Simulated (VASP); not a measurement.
# CuCl2 (P4/mmm) in VASP: a series of runs

The runs below take CuCl2 through single point, with r2SCAN.

Program: VASP 6.6.1. These are calculated values, not measurements. Logs are shortened: lines on timing, memory, paths and dates and some standing lists are left out, and cuts for length are marked.

## Step 1: The cell of the first run

Symmetry: P4/mmm, No. 123, tetragonal system. Conventional cell: a = 4.551 Å, b = 4.551 Å, c = 4.346 Å, α = 90.00°, β = 90.00°, γ = 90.00°. Cu (site symmetry 4/mmm) has 4 Cl at 2.28 Å within 3.0 Å. Cl (site symmetry mmm) has 2 Cu at 2.28 Å within 3.0 Å.

## Step 2: Single point, r2SCAN

Contents of POSCAR:

```
CuCl2
1.0
    4.5505869387      0.0000000000      0.0000000000
    0.0000000000      4.5505869387      0.0000000000
    0.0000000000      0.0000000000      4.3463069525
Cu Cl
1 2
Direct
    0.0000000000      0.0000000000      0.0000000000
    0.5000000000      0.0000000000      0.0000000000
    0.0000000000      0.5000000000      0.0000000000
```

Contents of INCAR.step1:

```
SYSTEM = CuCl2
ALGO = Normal
EDIFF = 1E-4
ENCUT = 520
GGA = PE
ISMEAR = 1
LASPH = .True.
LCHARG = .False.
LREAL = .False.
LWAVE = .True.
NBANDS = 20
NELM = 100
PREC = Accurate
SIGMA = 0.15
```

Contents of INCAR.step2:

```
SYSTEM = CuCl2
ALGO = Normal
EDIFF = 1E-6
ENCUT = 520
ISIF = 2
ISMEAR = 1
ISTART = 1
LASPH = .True.
LCHARG = .False.
LMIXTAU = .True.
LREAL = .False.
LWAVE = .False.
METAGGA = R2SCAN
NBANDS = 20
NELM = 100
PREC = Accurate
SIGMA = 0.15
```

Contents of KPOINTS:

```
k-points
0
Gamma
  7 7 7
  0 0 0
```

Potentials or basis: VASP PAW PBE potentials, release 64 (Cu, Cl).

Run with:

```
$ cat potpaw_PBE.64/Cu/POTCAR potpaw_PBE.64/Cl/POTCAR > POTCAR
$ cp INCAR.step1 INCAR
$ mpirun -np 1 vasp_std > vasp.out
$ cp INCAR.step2 INCAR
$ mpirun -np 1 vasp_std > vasp.out
```

OUTCAR:

```text
SYSTEM = CuCl2
   EDIFF = 1E-6
   ENCUT = 520
   ISIF = 2
   ISMEAR = 1
   ISTART = 1
   LASPH = .True.
   LREAL = .False.
   METAGGA = R2SCAN
   NELM = 100
   PREC = Accurate

 ion  position               nearest neighbor table
   1  0.000  0.000  0.000-   2 2.28   3 2.28   3 2.28   2 2.28
   2  0.500  0.000  0.000-   1 2.28   1 2.28
   3  0.000  0.500  0.000-   1 2.28   1 2.28

  LATTYP: Found a simple tetragonal cell.
 ALAT       =     4.5505869387
 C/A-ratio  =     0.9551090906

  Lattice vectors:

 A1 = (   4.5505869387,   0.0000000000,   0.0000000000)
 A2 = (   0.0000000000,   4.5505869387,   0.0000000000)
 A3 = (   0.0000000000,   0.0000000000,   4.3463069525)

Analysis of symmetry for initial positions (statically):
=====================================================================
 Subroutine PRICEL returns:
 Original cell was already a primitive cell.

 Routine SETGRP: Setting up the symmetry group for a
 simple tetragonal supercell.

 Subroutine GETGRP returns: Found 16 space group operations
 (whereof 16 operations were pure point group operations)
 out of a pool of 16 trial point group operations.

The static configuration has the point symmetry D_4h.

Analysis of symmetry for dynamics (positions and initial velocities):
=====================================================================
 Subroutine PRICEL returns:
 Original cell was already a primitive cell.

 Routine SETGRP: Setting up the symmetry group for a
 simple tetragonal supercell.

 Subroutine GETGRP returns: Found 16 space group operations
 (whereof 16 operations were pure point group operations)
 out of a pool of 16 trial point group operations.

The dynamic configuration has the point symmetry D_4h.

 Subroutine INISYM returns: Found 16 space group operations
 (whereof 16 operations are pure point group operations),
 and found     1 'primitive' translations

----------------------------------------------------------------------------------------

                                     Primitive cell

  volume of cell :      90.0026

  direct lattice vectors                    reciprocal lattice vectors
     4.550586939  0.000000000  0.000000000     0.219751872  0.000000000  0.000000000
[... 84 lines left out ...]
   LSORBIT =      F    spin-orbit coupling
   LASPH  =      T    aspherical Exc in radial PAW
   ENCUT  =  520.0 eV  38.22 Ry    6.18 a.u.   8.46  8.46  8.08*2*pi/ulx,y,z
   NELM   =    100;   NELMIN=  2; NELMDL=  0     # of ELM steps
   EDIFF  = 0.1E-05   stopping-criterion for ELM
   LREAL  =      F    real-space projection
   EDIFFG = 0.1E-04   stopping-criterion for IOM
   NSW    =      0    number of steps for IOM
   IBRION =     -1    ionic relax: 0-MD 1-quasi-New 2-CG
   NFREE  =      0    steps in history (QN), initial steepest desc. (CG)
   ISIF   =      2    stress and relaxation
   ISYM   =      2    0-nonsym 1-usesym 2-fastsym
   POTIM  = 0.5000    time-step for ionic-motion
   TEBEG  =    0.0;   TEEND  =   0.0 temperature during run
   PSTRESS=    0.0 pullay stress
   NELECT =      25.0000    total number of electrons
   NUPDOWN=      -1.0000    fix difference up-down
   EMIN   =  10.00;   EMAX   =-10.00  energy-range for DOS
   EFERMI =   0.00;   METHOD = LEGACY
   ISMEAR =     1;   SIGMA  =   0.15  broadening in eV -4-tet -1-fermi 0-gaus
   EFERMI_NEDOS =   21; number of points for ismear=-14 and -15
   IALGO  =     38    algorithm
   IMIX   =      4    mixing-type and parameters
     AMIX     =   0.40;   BMIX     =  1.00
     AMIX_MAG =   1.60;   BMIX_MAG =  1.00
  volume/ion in A,a.u.               =      30.00       202.46
  Fermi-wavevector in a.u.,A,eV,Ry     =   1.068160  2.018530 15.523790  1.140966
  Thomas-Fermi vector in A             =   2.203800
   LORBIT       =      0    0 simple, 1 ext, 2 COOP (PROOUT), +10 PAW based schemes
   METAGGA = R2SCAN    functional components
   LHFCALC =     F    Hartree Fock is set to
   AEXX    =    0.0000 exact exchange contribution
   IVDW    =     0    specifies the selected vdW correction
   LEPSILON=     F    determine dielectric tensor
   LRPA    =     F    only Hartree local field effects (RPA)
 non-spin polarized calculation
 Methfessel and Paxton  Order N= 1 SIGMA  =   0.15
  energy-cutoff  :      520.00
  volume of cell :       90.00
 maximum number of plane-waves:      2443
 NGX is ok and might be reduce to    36
   NGX = 17   NGY = 17   NGZ = 17

 number of electron      24.9999998 magnetization

 Free energy of the ion-electron system (eV)
  ---------------------------------------------------
  ext. energy  EPLUGINS =         0.00000000
  ---------------------------------------------------
  free energy    TOTEN  =       -24.18538233 eV

  energy without entropy =      -24.17412212  energy(sigma->0) =      -24.18162893

 E-fermi :  -1.3253     XC(G=0):  -7.7076

 val. band max:       -1.3320636270   @ k =   0.4286   0.1429   0.2857
 cond. band min:      -1.3070353599   @ k =   0.4286   0.1429   0.4286
 fundamental gap:      0.0250282671
 Fermi energy:        -1.3252695756

 k-point     1 :       0.0000    0.0000    0.0000
  band No.  band energies     occupation
      1     -16.5291      2.00000
      2     -15.4285      2.00000
      3      -5.1817      2.00000
      4      -5.1817      2.00000
      5      -3.4851      2.00000
      6      -3.3728      2.00000
[... 541 lines left out ...]
     19      10.5930      0.00000
     20      11.1203      0.00000

 [... further k-points ...]

------------------------ aborting loop because EDIFF is reached ----------------------------------------

  FORCE on cell =-STRESS in cart. coord.  units (eV):
  Direction    XX          YY          ZZ          XY          YZ          ZX
  --------------------------------------------------------------------------------------
  -------------------------------------------------------------------------------------
  Total       -1.1448494     -1.1448494     -0.1544168      0.0000000      0.0000000      0.0000000
  in kB      -20.3799782    -20.3799782     -2.7488428      0.0000000      0.0000000      0.0000000
  external PRESSURE =     -14.5029330 kB  Pullay stress =       0.0000000 kB

 VOLUME and BASIS-vectors are now :
 -----------------------------------------------------------------------------
  energy-cutoff  :      520.00
  volume of cell :       90.00
      direct lattice vectors                 reciprocal lattice vectors
     4.550586939  0.000000000  0.000000000     0.219751872  0.000000000  0.000000000
     0.000000000  4.550586939  0.000000000     0.000000000  0.219751872  0.000000000
     0.000000000  0.000000000  4.346306952     0.000000000  0.000000000  0.230080390

 POSITION                                       TOTAL-FORCE (eV/Angst)
 -----------------------------------------------------------------------------------
      0.00000      0.00000      0.00000         0.000000      0.000000      0.000000
      2.27529      0.00000      0.00000         0.000000      0.000000      0.000000
      0.00000      2.27529      0.00000         0.000000      0.000000      0.000000
 -----------------------------------------------------------------------------------
    total drift:                               -0.000000     -0.000000     -0.000000

  FREE ENERGIE OF THE ION-ELECTRON SYSTEM (eV)
  ---------------------------------------------------
  free  energy   TOTEN  =       -24.1853823320 eV

  energy  without entropy=      -24.1741221188  energy(sigma->0) =      -24.18162893
```

OSZICAR.step1:

```text
N       E                     dE             d eps       ncg     rms          rms(c)
DAV:   1     0.207604076961E+03    0.20760E+03   -0.10599E+04  1600   0.120E+03
DAV:   2     0.176500245910E+02   -0.18995E+03   -0.17741E+03  1716   0.282E+02
DAV:   3    -0.941991809134E+01   -0.27070E+02   -0.26523E+02  2136   0.112E+02
DAV:   4    -0.106456565591E+02   -0.12257E+01   -0.12199E+01  1972   0.248E+01
DAV:   5    -0.106988775967E+02   -0.53221E-01   -0.53184E-01  2376   0.509E+00    0.110E+01
DAV:   6    -0.101853327398E+02    0.51354E+00   -0.24894E+01  1980   0.106E+02    0.102E+01
DAV:   7    -0.831034627308E+01    0.18750E+01   -0.77401E+00  2032   0.782E+01    0.292E+00
DAV:   8    -0.832051502673E+01   -0.10169E-01   -0.71836E-01  2156   0.583E+00    0.132E+00
DAV:   9    -0.832015201417E+01    0.36301E-03   -0.50854E-02  2124   0.528E+00    0.541E-01
DAV:  10    -0.832250431312E+01   -0.23523E-02   -0.33412E-02  2012   0.604E+00    0.507E-01
DAV:  11    -0.831932222753E+01    0.31821E-02   -0.15413E-02  2112   0.394E+00    0.114E-01
DAV:  12    -0.831934906630E+01   -0.26839E-04   -0.87897E-04  2220   0.239E-01
   1 F= -.83193491E+01 E0= -.83173157E+01  d E =-.610011E-02
```

Run time: 97 s. Hardware: 1 thread of Intel Xeon 6975P-C (Granite Rapids), shared host; peak memory 0.24 GiB.

Results:

| Quantity | Value |
| --- | --- |
| Free energy | -24.1854 eV |
| Pressure | -1.5 GPa |
| Band gap on the k mesh | zero (an odd number of electrons rules out a gap without spin polarisation) |

Stress tensor (GPa, compression positive):
```
-2.04  0.00  0.00
 0.00 -2.04  0.00
 0.00  0.00 -0.27
```

Caveat: the PAW data sets were made with another functional, which shifts forces and pressure a little; an odd number of electrons without spin polarisation forces a metal; a magnetic or distorted state may lie lower. With open d or f shells a metallic result of r2SCAN can be an artefact of self-interaction; +U or a hybrid may open a gap.

## Step 3: Single point, r2SCAN

This run uses another cell than the first one, of 30.59 Å³/atom.

Contents of POSCAR:

```
CuCl2
1.0
    4.5801370326      0.0000000000      0.0000000000
    0.0000000000      4.5801370326      0.0000000000
    0.0000000000      0.0000000000      4.3745305158
Cu Cl
1 2
Direct
    0.0000000000      0.0000000000      0.0000000000
    0.5000000000      0.0000000000      0.0000000000
    0.0000000000      0.5000000000      0.0000000000
```

Contents of INCAR.step1:

```
SYSTEM = CuCl2
PREC = Accurate
ENCUT = 520
ISMEAR = 1
SIGMA = 0.15
LREAL = .FALSE.
LASPH = .TRUE.
NELM = 100
NBANDS = 20
GGA = PE
ALGO = Normal
EDIFF = 1E-4
LWAVE = .TRUE.
LCHARG = .FALSE.
```

Contents of INCAR.step2:

```
SYSTEM = CuCl2
PREC = Accurate
ENCUT = 520
EDIFF = 1E-6
ISMEAR = 1
SIGMA = 0.15
LREAL = .FALSE.
LASPH = .TRUE.
NELM = 100
ALGO = Normal
ISIF = 2
LWAVE = .FALSE.
LCHARG = .FALSE.
METAGGA = R2SCAN
LMIXTAU = .TRUE.
NBANDS = 20
ISTART = 1
```

Contents of KPOINTS:

```
Automatic mesh
0
G
  7 7 7
  0 0 0
```

Potentials or basis: VASP PAW PBE potentials, release 64 (Cu, Cl).

Run with:

```
$ cat potpaw_PBE.64/Cu/POTCAR potpaw_PBE.64/Cl/POTCAR > POTCAR
$ cp INCAR.step1 INCAR
$ mpirun -np 1 vasp_std > vasp.out
$ cp INCAR.step2 INCAR
$ mpirun -np 1 vasp_std > vasp.out
```

Run time: 2 min. Hardware: 1 thread of Intel Xeon 6975P-C (Granite Rapids), shared host; peak memory 0.25 GiB.

The run converged. Its results:

- Free energy: -24.1666 eV
- Pressure: -2.1 GPa
- Band gap on the k mesh: zero (an odd number of electrons rules out a gap without spin polarisation)

Stress tensor (GPa, compression positive):
```
-2.94  0.00  0.00
 0.00 -2.94  0.00
 0.00  0.00 -0.30
```

Levels at points of the mesh, in eV from the Fermi level:
```csv
k point,band 10,band 11,band 12,band 13,band 14,band 15,band 16,band 17
"(0.00, 0.00, 0.00)",-1.46,-0.87,-0.72,-0.72,3.19,6.83,10.12,11.00
```

Caveat: the PAW data sets were made with another functional, which shifts forces and pressure a little; an odd number of electrons without spin polarisation forces a metal; a magnetic or distorted state may lie lower. With open d or f shells a metallic result of r2SCAN can be an artefact of self-interaction; +U or a hybrid may open a gap.

[end of part 1 of 2]
